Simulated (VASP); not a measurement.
AlN, 8 atoms in the cell. Symmetry: Cm, No. 8, monoclinic system. The conventional cell has a = 6.226 Å, b = 6.226 Å, c = 4.403 Å, α = 90.00°, β = 90.00°, γ = 90.00°. Within 2.0 Å of Al (site symmetry m) lie 2 N at 1.49 to 1.95 Å. Within 2.5 Å of Al (site symmetry 1) lie 4 N at 1.91 Å. Al (site symmetry m) has 4 N at 1.91 Å within 2.5 Å. Within 2.0 Å of N (site symmetry m) lie 4 Al at 1.49 to 1.91 Å. Within 2.5 Å of N (site symmetry 1) lie 4 Al at 1.91 to 2.16 Å. N (site symmetry m) has 4 Al at 1.91 to 1.95 Å within 2.5 Å.  This cell differs from its parent crystal: atom 1 (Al) moved by -0.252 Å along [1 1 0] and +0.378 Å along [0 0 1].

```yaml
Program: VASP 6.6.1
Task: single point
Functional: PBE
Potentials_or_basis: VASP PAW PBE potentials, release 64 (Al, N)
Cutoff: 520 eV
k_mesh: 6 × 6 × 6
Occupations: gaussian, width 0.05 eV
Spin: no spin polarisation
Dipole_correction: no
Further_INCAR_settings: ALGO = Normal; EDIFF = 1e-06; NBANDS = 26
```

Potentials or basis: VASP PAW PBE potentials, release 64 (Al, N).

Run with:

```sh
$ cat potpaw_PBE.64/Al/POTCAR potpaw_PBE.64/N/POTCAR > POTCAR
$ mpirun -np 1 vasp_std > vasp.out
```

Hardware: 1 thread of Intel(R) Xeon(R) 6975P-C (Granite Rapids), on a shared host.

Task: Estimate the wall time of this run.

Result: Run time: 73 s on 1 thread of Intel(R) Xeon(R) 6975P-C (Granite Rapids) (shared host), peak memory 0.26 GiB. Counts: scf iterations 14, k points 68.
